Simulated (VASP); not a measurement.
Write the native input for VASP 6.6.1 that does the following.

* Task: single point
* Functional: PBE
* Potentials or basis: VASP PAW PBE potentials, release 64 (Y_sv, Al, N)
* Cutoff: 520 eV
* k mesh: 6 × 6 × 6
* Occupations: gaussian, width 0.1 eV
* Spin: no spin polarisation
* Dipole correction: no
* Further INCAR settings: ALGO = Normal; EDIFF = 1e-06; NBANDS = 30

The structure of YAl3N4 lies in POSCAR:

```
YAl3N4
1.0
   -2.4083401000      2.4083401000      4.8166802000
    2.4083401000     -2.4083401000      4.8166802000
    2.4083401000      2.4083401000     -4.8166802000
Y Al N
1 3 4
Direct
    0.5000000000      0.5000000000      0.0000000000
    0.0000000000      0.0000000000      0.0000000000
    0.7500000000      0.2500000000      0.5000000000
    0.2500000000      0.7500000000      0.5000000000
    0.7500000000      0.7500000000      0.0000000000
    0.2500000000      0.2500000000      0.0000000000
    0.5000000000      0.0000000000      0.5000000000
    0.0000000000      0.5000000000      0.5000000000
```

One way to write it, as run:

INCAR

```
SYSTEM = YAl3N4
PREC = Accurate
ENCUT = 520
EDIFF = 1E-6
ISMEAR = 0
SIGMA = 0.1
LREAL = .FALSE.
LASPH = .TRUE.
NELM = 60
ALGO = Normal
ISIF = 2
LWAVE = .FALSE.
LCHARG = .FALSE.
GGA = PE
NBANDS = 30
```

KPOINTS

```
regular mesh
0
G
  6 6 6
  0 0 0
```

Potentials or basis: VASP PAW PBE potentials, release 64 (Y_sv, Al, N).

Launch:

```console
$ cat potpaw_PBE.64/Y_sv/POTCAR potpaw_PBE.64/Al/POTCAR potpaw_PBE.64/N/POTCAR > POTCAR
$ mpirun -np 1 vasp_std > vasp.out
```

It gave:

| Quantity | Value |
| --- | --- |
| Pressure | -30.9 GPa |
| Largest force | 1.521 eV/Å |
| Band gap on the k mesh | zero (filled and empty bands touch) |

Caveat: forces of over 1 eV/Å act on the atoms, so gaps and moduli don't describe the material at rest.

Wall time 5.2 min on 1 thread of AMD EPYC 7R43 64-Core Processor (Zen 3), on a shared host, peak memory 0.35 GiB.
